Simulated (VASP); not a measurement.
# W: relaxation of cell and atoms with LDA

W:

```xyz
1
Lattice="-1.5850 1.5850 1.5850 1.5850 -1.5850 1.5850 1.5850 1.5850 -1.5850" Properties=species:S:1:pos:R:3 pbc="T T T"
W     0.0000    0.0000    0.0000
```

* Program: VASP 6.6.1
* Task: relaxation of cell and atoms
* Functional: LDA
* Potentials or basis: VASP PAW LDA potentials, release 64 (W_sv)
* Cutoff: 600 eV
* k mesh: 24 × 24 × 24
* Occupations: gaussian, width 0.1 eV
* Spin: no spin polarisation
* Dipole correction: no
* Further INCAR settings: ALGO = Normal; EDIFF = 1e-06; IBRION = 2; EDIFFG = -0.003; NSW = 80; ISIF = 3

| Property | Result |
| --- | --- |
| Relaxed volume | 15.50 Å³/atom |
| Relaxed cell | a = 2.720 Å, b = 2.720 Å, c = 2.720 Å, α = 109.47°, β = 109.47°, γ = 109.47° |
| Space group after relaxing (to 0.05 Å) | Im-3m (No. 229) |
| Energy gained by relaxing | 11.9 meV/atom |
| Ionic steps | 8 |
| Pressure after relaxing | 0.0 GPa |
| Band gap on the k mesh | zero (band 7 reaches 16.96 eV, above the bottom of band 8 at 10.35 eV) |

Step by step:
| step | energy change (eV) | largest force (eV/Å) | pressure (GPa) | volume (Å³) |
| --- | --- | --- | --- | --- |
| 1 | 0.0000 | 0.0000 | -8.65 | 15.93 |
| 2 | 0.1622 | 0.0000 | 41.40 | 14.03 |
| 3 | -0.0118 | 0.0000 | -0.41 | 15.52 |
| 4 | -0.0119 | 0.0000 | -0.08 | 15.50 |
| 5 | -0.0118 | 0.0000 | 0.12 | 15.49 |
| 6 | -0.0118 | 0.0000 | -0.28 | 15.51 |
| 7 | -0.0119 | 0.0000 | -0.05 | 15.50 |
| 8 | -0.0119 | 0.0000 | 0.02 | 15.50 |

Final structure:
```
W
1.0
    -1.57058    1.57058    1.57058
     1.57058   -1.57058    1.57058
     1.57058    1.57058   -1.57058
W
1
Direct
  0.00000 0.00000 0.00000
```

Levels at points of the mesh, in eV from the Fermi level:
```tsv
k point	band 3	band 4	band 5	band 6	band 7	band 8	band 9	band 10	band 11
(0.00, 0.00, 0.00)	-37.56	-37.56	-9.74	-1.37	-1.37	-1.37	2.17	2.17	14.56
(0.50, 0.00, 0.00)	-38.02	-37.57	-6.48	-3.77	0.85	2.09	3.08	6.27	11.55
(0.50, 0.50, 0.50)	-38.55	-38.55	-6.10	-6.10	5.24	5.24	5.24	8.47	8.47
```

Wall time 2 min on 1 thread of Intel Xeon 6975P-C (shared host), peak memory 0.22 GiB.

Caveat: spin-orbit coupling is left out, which moves the levels of the heavy elements.
